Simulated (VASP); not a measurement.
# SiNi3 (Pm-3m) in VASP: relaxation of cell and atoms with PBEsol

Aim: the relaxation of cell and atoms of SiNi3 with PBEsol.

Everything below comes from runs of VASP 6.6.1. Logs are shortened: lines on timing, memory, paths and dates and some standing lists are left out, and cuts for length are marked.

## (1) The cell of the first run

The structure is cubic, space group Pm-3m (No. 221). Conventional cell: a = 3.461 Å, b = 3.461 Å, c = 3.461 Å, α = 90.00°, β = 90.00°, γ = 90.00°. Within 3.2 Å of Si (site symmetry m-3m) lie 12 Ni at 2.45 Å. Ni (site symmetry 4/mmm) has 4 Si at 2.45 Å and 8 Ni at 2.45 Å within 3.2 Å.

## (2) Relaxation of cell and atoms, PBEsol

Input file INCAR:

```
SYSTEM = SiNi3
PREC = Accurate
ENCUT = 600
EDIFF = 1E-7
ISMEAR = 0
SIGMA = 0.1
LREAL = .FALSE.
LASPH = .TRUE.
NELM = 80
ALGO = Normal
ISIF = 3
LWAVE = .FALSE.
LCHARG = .FALSE.
GGA = PS
IBRION = 2
NSW = 100
EDIFFG = -0.005
```

Input file KPOINTS:

```
regular mesh
0
G
  12 12 12
  0 0 0
```

Input file POSCAR:

```
SiNi3
1.0
    3.4613761427      0.0000000000      0.0000000000
    0.0000000000      3.4613761427      0.0000000000
    0.0000000000      0.0000000000      3.4613761427
Si Ni
1 3
Direct
    0.0000000000      0.0000000000      0.0000000000
    0.0000000000      0.5000000000      0.5000000000
    0.5000000000      0.0000000000      0.5000000000
    0.5000000000      0.5000000000      0.0000000000
```

Potentials or basis: VASP PAW PBE potentials, release 64 (Si, Ni).

On the command line:

```sh
$ cat potpaw_PBE.64/Si/POTCAR potpaw_PBE.64/Ni/POTCAR > POTCAR
$ mpirun -np 1 vasp_std > vasp.out
```

OUTCAR:

```text
SYSTEM = SiNi3
   PREC = Accurate
   ENCUT = 600
   EDIFF = 1E-7
   ISMEAR = 0
   LREAL = .FALSE.
   LASPH = .TRUE.
   NELM = 80
   ISIF = 3
   GGA = PS
   IBRION = 2
   NSW = 100
   EDIFFG = -0.005

 ion  position               nearest neighbor table
   1  0.000  0.000  0.000-   2 2.45   3 2.45   4 2.45   2 2.45   3 2.45   2 2.45   4 2.45   2 2.45
                             3 2.45   4 2.45   3 2.45   4 2.45
   2  0.000  0.500  0.500-   1 2.45   3 2.45   4 2.45   1 2.45   4 2.45   1 2.45   3 2.45   1 2.45
                             3 2.45   4 2.45   4 2.45   3 2.45
   3  0.500  0.000  0.500-   1 2.45   2 2.45   4 2.45   1 2.45   4 2.45   2 2.45   4 2.45   4 2.45
                             1 2.45   2 2.45   1 2.45   2 2.45
   4  0.500  0.500  0.000-   1 2.45   2 2.45   3 2.45   2 2.45   3 2.45   1 2.45   3 2.45   3 2.45
                             1 2.45   2 2.45   2 2.45   1 2.45

  LATTYP: Found a simple cubic cell.
 ALAT       =     3.4613761427

  Lattice vectors:

 A1 = (   3.4613761427,   0.0000000000,   0.0000000000)
 A2 = (   0.0000000000,   3.4613761427,   0.0000000000)
 A3 = (   0.0000000000,   0.0000000000,   3.4613761427)

Analysis of symmetry for initial positions (statically):
=====================================================================
 Subroutine PRICEL returns:
 Original cell was already a primitive cell.

 Routine SETGRP: Setting up the symmetry group for a
 simple cubic supercell.

 Subroutine GETGRP returns: Found 48 space group operations
 (whereof 48 operations were pure point group operations)
 out of a pool of 48 trial point group operations.

The static configuration has the point symmetry O_h .

Analysis of symmetry for dynamics (positions and initial velocities):
=====================================================================
 Subroutine PRICEL returns:
 Original cell was already a primitive cell.

 Routine SETGRP: Setting up the symmetry group for a
 simple cubic supercell.

 Subroutine GETGRP returns: Found 48 space group operations
 (whereof 48 operations were pure point group operations)
 out of a pool of 48 trial point group operations.

The dynamic configuration has the point symmetry O_h .

 Subroutine INISYM returns: Found 48 space group operations
 (whereof 48 operations are pure point group operations),
 and found     1 'primitive' translations

----------------------------------------------------------------------------------------

                                     Primitive cell

  volume of cell :      41.4712

  direct lattice vectors                    reciprocal lattice vectors
     3.461376143  0.000000000  0.000000000     0.288902436  0.000000000  0.000000000
     0.000000000  3.461376143  0.000000000     0.000000000  0.288902436  0.000000000
     0.000000000  0.000000000  3.461376143     0.000000000  0.000000000  0.288902436

  length of vectors
     3.461376143  3.461376143  3.461376143     0.288902436  0.288902436  0.288902436

  position of ions in fractional coordinates (direct lattice)
     0.000000000  0.000000000  0.000000000
     0.000000000  0.500000000  0.500000000
     0.500000000  0.000000000  0.500000000
     0.500000000  0.500000000  0.000000000

  ion indices of the primitive-cell ions
   primitive index   ion index
                 1           1
                 2           2
                 3           3
                 4           4

----------------------------------------------------------------------------------------

 KPOINTS: regular mesh

Automatic generation of k-mesh.
 Grid dimensions read from file:
 generate k-points for:   12   12   12

 Generating k-lattice:

  Cartesian coordinates                     Fractional coordinates (reciprocal lattice)
     0.024075203  0.000000000  0.000000000     0.083333333  0.000000000  0.000000000
     0.000000000  0.024075203  0.000000000     0.000000000  0.083333333  0.000000000
     0.000000000  0.000000000  0.024075203     0.000000000  0.000000000  0.083333333

  Length of vectors
     0.024075203  0.024075203  0.024075203

  Shift w.r.t. Gamma in fractional coordinates (k-lattice)
     0.000000000  0.000000000  0.000000000

 Subroutine IBZKPT returns following result:
 ===========================================

 Found     84 irreducible k-points:

 Following reciprocal coordinates:
            Coordinates               Weight
  0.000000  0.000000  0.000000      1.000000
  0.083333  0.000000  0.000000      6.000000
  0.166667  0.000000  0.000000      6.000000
  0.250000  0.000000  0.000000      6.000000
  0.333333  0.000000  0.000000      6.000000
  0.416667  0.000000  0.000000      6.000000
[... 16 lines left out ...]
  0.333333  0.333333  0.000000     12.000000
  0.416667  0.333333  0.000000     24.000000
 [... further k-points ...]
   k-points           NKPTS =     84   k-points in BZ     NKDIM =     84   number of bands    NBANDS=     21
   number of dos      NEDOS =    301   number of ions     NIONS =      4
   total plane-waves  NPLWV =  21952
   dimension x,y,z NGX =    28 NGY =   28 NGZ =   28
   dimension x,y,z NGXF=    56 NGYF=   56 NGZF=   56
   ions per type =               1   3
   NGX,Y,Z   is equivalent  to a cutoff of  13.45, 13.45, 13.45 a.u.
   NGXF,Y,Z  is equivalent  to a cutoff of  26.90, 26.90, 26.90 a.u.
 SYSTEM =  SiNi3
   PREC   = accura    normal or accurate (medium, high low for compatibility)
   ISTART =      0    job   : 0-new  1-cont  2-samecut
   ICHARG =      2    charge: 1-file 2-atom 10-const
   ISPIN  =      1    spin polarized calculation?
   LNONCOLLINEAR =      F non collinear calculations
   LSORBIT =      F    spin-orbit coupling
   LASPH  =      T    aspherical Exc in radial PAW
   ENCUT  =  600.0 eV  44.10 Ry    6.64 a.u.   6.91  6.91  6.91*2*pi/ulx,y,z
   NELM   =     80;   NELMIN=  2; NELMDL= -5     # of ELM steps
   EDIFF  = 0.1E-06   stopping-criterion for ELM
   LREAL  =      F    real-space projection
   EDIFFG = -.5E-02   stopping-criterion for IOM
   NSW    =    100    number of steps for IOM
   IBRION =      2    ionic relax: 0-MD 1-quasi-New 2-CG
   NFREE  =      1    steps in history (QN), initial steepest desc. (CG)
   ISIF   =      3    stress and relaxation
   ISYM   =      2    0-nonsym 1-usesym 2-fastsym
   POTIM  = 0.5000    time-step for ionic-motion
   TEBEG  =    0.0;   TEEND  =   0.0 temperature during run
   PSTRESS=    0.0 pullay stress
   NELECT =      34.0000    total number of electrons
   NUPDOWN=      -1.0000    fix difference up-down
   EMIN   =  10.00;   EMAX   =-10.00  energy-range for DOS
   EFERMI =   0.00;   METHOD = LEGACY
   ISMEAR =     0;   SIGMA  =   0.10  broadening in eV -4-tet -1-fermi 0-gaus
   EFERMI_NEDOS =   21; number of points for ismear=-14 and -15
   IALGO  =     38    algorithm
   IMIX   =      4    mixing-type and parameters
     AMIX     =   0.40;   BMIX     =  1.00
     AMIX_MAG =   1.60;   BMIX_MAG =  1.00
  volume/ion in A,a.u.               =      10.37        69.97
  Fermi-wavevector in a.u.,A,eV,Ry     =   1.532213  2.895462 31.942060  2.347675
  Thomas-Fermi vector in A             =   2.639450
   LORBIT       =      0    0 simple, 1 ext, 2 COOP (PROOUT), +10 PAW based schemes
   GGA     = PS    functional components
   LHFCALC =     F    Hartree Fock is set to
   AEXX    =    0.0000 exact exchange contribution
   IVDW    =     0    specifies the selected vdW correction
   LEPSILON=     F    determine dielectric tensor
   LRPA    =     F    only Hartree local field effects (RPA)
 conjugate gradient relaxation of ions
 non-spin polarized calculation
 Gauss-broadening in eV      SIGMA  =   0.10
  energy-cutoff  :      600.00
  volume of cell :       41.47
 maximum number of plane-waves:      1409
 NGX is ok and might be reduce to    28
   NGX = 13   NGY = 13   NGZ = 13

 number of electron      33.9999971 magnetization

 Free energy of the ion-electron system (eV)
  ---------------------------------------------------
  ext. energy  EPLUGINS =         0.00000000
  ---------------------------------------------------
  free energy    TOTEN  =       -26.29681648 eV

  energy without entropy =      -26.28686972  energy(sigma->0) =      -26.29184310

 E-fermi :  11.0915     XC(G=0): -13.4542

 val. band max:       11.0832374642   @ k =   0.0833   0.0833   0.0000
 cond. band min:      11.1186785024   @ k =   0.4167   0.4167   0.3333
 fundamental gap:      0.0354410382
 Fermi energy:        11.0915405701

 k-point     1 :       0.0000    0.0000    0.0000
  band No.  band energies     occupation
      1      -1.1451      2.00000
      2       5.9603      2.00000
      3       6.7882      2.00000
      4       6.7882      2.00000
      5       7.3348      2.00000
      6       7.3348      2.00000
[... 13 lines left out ...]
     20      16.2975      0.00000
     21      17.5992      0.00000

 k-point     2 :       0.0833    0.0000    0.0000
  band No.  band energies     occupation
      1      -1.0609      2.00000
      2       5.9810      2.00000
      3       6.6730      2.00000
      4       6.8488      2.00000
      5       7.3295      2.00000
      6       7.3295      2.00000
[... 13 lines left out ...]
     20      16.4847      0.00000
     21      17.5771      0.00000

 k-point     3 :       0.1667    0.0000    0.0000
  band No.  band energies     occupation
      1      -0.8114      2.00000
      2       5.8864      2.00000
      3       6.4445      2.00000
      4       7.0241      2.00000
      5       7.3093      2.00000
      6       7.3093      2.00000
[... 13 lines left out ...]
     20      16.6751      0.00000
     21      17.5126      0.00000

 k-point     4 :       0.2500    0.0000    0.0000
  band No.  band energies     occupation
      1      -0.4081      2.00000
      2       5.2517      2.00000
      3       6.5168      2.00000
      4       7.2675      2.00000
      5       7.2675      2.00000
      6       7.2922      2.00000
[... 13 lines left out ...]
     20      16.7018      0.00000
     21      17.4140      0.00000

 k-point     5 :       0.3333    0.0000    0.0000
  band No.  band energies     occupation
      1       0.1202      2.00000
      2       4.3539      2.00000
      3       6.7271      2.00000
      4       7.2102      2.00000
      5       7.2102      2.00000
      6       7.6099      2.00000
[... 13 lines left out ...]
     20      16.6568      0.00000
     21      17.3018      0.00000

 k-point     6 :       0.4167    0.0000    0.0000
  band No.  band energies     occupation
      1       0.6887      2.00000
      2       3.5061      2.00000
      3       6.9180      2.00000
      4       7.1601      2.00000
      5       7.1601      2.00000
      6       7.7821      2.00000
[... 13 lines left out ...]
     20      16.5991      0.00000
     21      17.0849      0.00000

 k-point     7 :       0.5000    0.0000    0.0000
  band No.  band energies     occupation
      1       0.9991      2.00000
      2       3.0945      2.00000
      3       6.9959      2.00000
      4       7.1403      2.00000
      5       7.1403      2.00000
      6       7.8296      2.00000
[... 13 lines left out ...]
     20      16.4293      0.00000
     21      16.4315      0.00000
[... 291 lines left out ...]
      1       0.7833      2.00000
      2       4.8598      2.00000
      3       5.8999      2.00000
      4       7.0667      2.00000
      5       7.1487      2.00000
      6       7.7423      2.00000
[... 13 lines left out ...]
     20      14.5807      0.00000
     21      17.1689      0.00000

 k-point    21 :       0.4167    0.2500    0.0000
  band No.  band energies     occupation
      1       1.3021      2.00000
      2       4.1043      2.00000
      3       6.0650      2.00000
      4       7.0316      2.00000
      5       7.2520      2.00000
      6       7.9725      2.00000
[... 13 lines left out ...]
     20      15.1340      0.00000
     21      17.1739      0.00000

 k-point    22 :       0.5000    0.2500    0.0000
  band No.  band energies     occupation
      1       1.5742      2.00000
      2       3.7457      2.00000
      3       6.1250      2.00000
      4       7.0187      2.00000
      5       7.2910      2.00000
      6       7.9503      2.00000
[... 13 lines left out ...]
     20      15.5695      0.00000
     21      17.1750      0.00000

 k-point    23 :       0.3333    0.3333    0.0000
  band No.  band energies     occupation
      1       1.2469      2.00000
      2       5.1103      2.00000
      3       5.2246      2.00000
      4       7.0118      2.00000
      5       7.2864      2.00000
      6       7.8443      2.00000
[... 13 lines left out ...]
     20      15.0240      0.00000
     21      17.2694      0.00000

 k-point    24 :       0.4167    0.3333    0.0000
  band No.  band energies     occupation
      1       1.7246      2.00000
      2       4.4868      2.00000
      3       5.4252      2.00000
      4       6.9735      2.00000
      5       7.3659      2.00000
      6       8.0123      2.00000
[... 13 lines left out ...]
     20      15.7000      0.00000
     21      17.3473      0.00000

 [... further k-points ...]

------------------------ aborting loop because EDIFF is reached ----------------------------------------

  FORCE on cell =-STRESS in cart. coord.  units (eV):
  Direction    XX          YY          ZZ          XY          YZ          ZX
  --------------------------------------------------------------------------------------
  -------------------------------------------------------------------------------------
  Total       -0.0100209     -0.0100209     -0.0100209     -0.0000000     -0.0000000      0.0000000
  in kB       -0.3871414     -0.3871414     -0.3871414     -0.0000000     -0.0000000      0.0000000
  external PRESSURE =      -0.3871414 kB  Pullay stress =       0.0000000 kB

 VOLUME and BASIS-vectors are now :
 -----------------------------------------------------------------------------
  energy-cutoff  :      600.00
  volume of cell :       41.47
      direct lattice vectors                 reciprocal lattice vectors
     3.461376143  0.000000000  0.000000000     0.288902436  0.000000000  0.000000000
     0.000000000  3.461376143  0.000000000     0.000000000  0.288902436  0.000000000
     0.000000000  0.000000000  3.461376143     0.000000000  0.000000000  0.288902436

 POSITION                                       TOTAL-FORCE (eV/Angst)
 -----------------------------------------------------------------------------------
      0.00000      0.00000      0.00000         0.000000      0.000000      0.000000
      0.00000      1.73069      1.73069         0.000000      0.000000      0.000000
      1.73069      0.00000      1.73069         0.000000      0.000000      0.000000
      1.73069      1.73069      0.00000         0.000000      0.000000      0.000000
 -----------------------------------------------------------------------------------
    total drift:                                0.000000      0.000000      0.000000

  FREE ENERGIE OF THE ION-ELECTRON SYSTEM (eV)
  ---------------------------------------------------
  free  energy   TOTEN  =       -26.2968164804 eV

  energy  without entropy=      -26.2868697234  energy(sigma->0) =      -26.29184310

 reached required accuracy - stopping structural energy minimisation
```

Wall time 78 s (1 thread of Intel Xeon Platinum 8259CL at 2.50GHz (Skylake/Cascade Lake), shared host); peak memory 0.21 GiB.

What came out:

```yaml
Free_energy: -26.2968 eV
Pressure_after_relaxing: 0.0 GPa
Band_gap_on_the_k_mesh: zero (bands 17 and 18 overlap by 0.25 eV)
```

Final structure:
```
CELL_PARAMETERS angstrom
3.46138 0.00000 0.00000
0.00000 3.46138 0.00000
0.00000 0.00000 3.46138
ATOMIC_POSITIONS crystal
Si 0.00000 0.00000 0.00000
Ni 0.00000 0.50000 0.50000
Ni 0.50000 0.00000 0.50000
Ni 0.50000 0.50000 0.00000
```

Levels at points of the mesh, in eV from the Fermi level:
| k point | band 13 | band 14 | band 15 | band 16 | band 17 | band 18 | band 19 | band 20 | band 21 |
| --- | --- | --- | --- | --- | --- | --- | --- | --- | --- |
| (0.00, 0.00, 0.00) | -0.93 | -0.64 | -0.64 | -0.30 | 0.03 | 0.03 | 0.03 | 5.21 | 6.51 |
| (0.50, 0.00, 0.00) | -1.39 | -1.36 | -1.21 | -0.57 | 0.04 | 3.77 | 3.77 | 5.34 | 5.34 |
| (0.50, 0.50, 0.00) | -1.51 | -1.51 | -1.17 | -1.07 | -1.01 | 0.70 | 0.70 | 5.86 | 6.53 |
| (0.50, 0.50, 0.50) | -1.52 | -1.31 | -1.31 | -0.52 | -0.21 | -0.21 | -0.21 | 1.40 | 4.18 |

Caveat: the relaxation stopped at its first step, so nothing moved; the PAW data sets were made with another functional, which shifts forces and pressure a little. Spin polarisation is off, so any magnetic state and its effect on volume and gap are missing.
